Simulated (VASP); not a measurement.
Wanted: the native input for a VASP 6.6.1 run.

| Quantity | Value |
| --- | --- |
| Task | relaxation of cell and atoms |
| Functional | PBE |
| Potentials or basis | VASP PAW PBE potentials, release 64 (Ti_sv, Al) |
| Cutoff | 600 eV |
| k mesh | 14 × 14 × 10 |
| Occupations | gaussian, width 0.1 eV |
| Spin | no spin polarisation |
| Target pressure | 10 GPa |
| Dipole correction | no |
| Further INCAR settings | ALGO = Normal; EDIFF = 1e-07; IBRION = 2; EDIFFG = -0.008; NSW = 70; ISIF = 3 |

The structure of TiAl lies in POSCAR:

```
TiAl
1.0
    2.7506228050      0.0000000000      0.0000000000
    0.0000000000      2.7506228050      0.0000000000
    0.0000000000      0.0000000000      3.9730282490
Ti Al
1 1
Direct
    0.5000000000      0.5000000000      0.5000000000
    0.0000000000      0.0000000000      0.0000000000
```

The input as run:

INCAR

```
ALGO = Normal
EDIFF = 1E-7
EDIFFG = -0.008
ENCUT = 600
GGA = PE
IBRION = 2
ISIF = 3
ISMEAR = 0
LASPH = T
LCHARG = F
LREAL = F
LWAVE = F
NELM = 80
NSW = 70
PREC = Accurate
PSTRESS = 100.0
SIGMA = 0.1
```

KPOINTS

```
k-points
0
Gamma
  14 14 10
```

Potentials or basis: VASP PAW PBE potentials, release 64 (Ti_sv, Al).

Run with:

```console
$ cat potpaw_PBE.64/Ti_sv/POTCAR potpaw_PBE.64/Al/POTCAR > POTCAR
$ mpirun -np 1 vasp_std > vasp.out
```

Results of the run:

| Quantity | Value |
| --- | --- |
| Relaxed volume | 15.04 Å³/atom |
| Relaxed cell | a = 2.751 Å, b = 2.751 Å, c = 3.974 Å, α = 90.00°, β = 90.00°, γ = 90.00° |
| Space group after relaxing (to 0.1 Å) | P4/mmm (No. 123) |
| Energy change on relaxing (the run minimises the enthalpy) | -0.6 meV/atom |
| Ionic steps | 3 |
| Pressure after relaxing | 10.0 GPa |
| Band gap on the k mesh | zero (an odd number of electrons rules out a gap without spin polarisation) |

Caveat: the cell is relaxed towards a set pressure, so the run minimises the enthalpy, not the energy.

Wall time 2.9 min on 1 thread of Intel Xeon 8259CL, with other jobs on the host, peak memory 0.24 GiB.
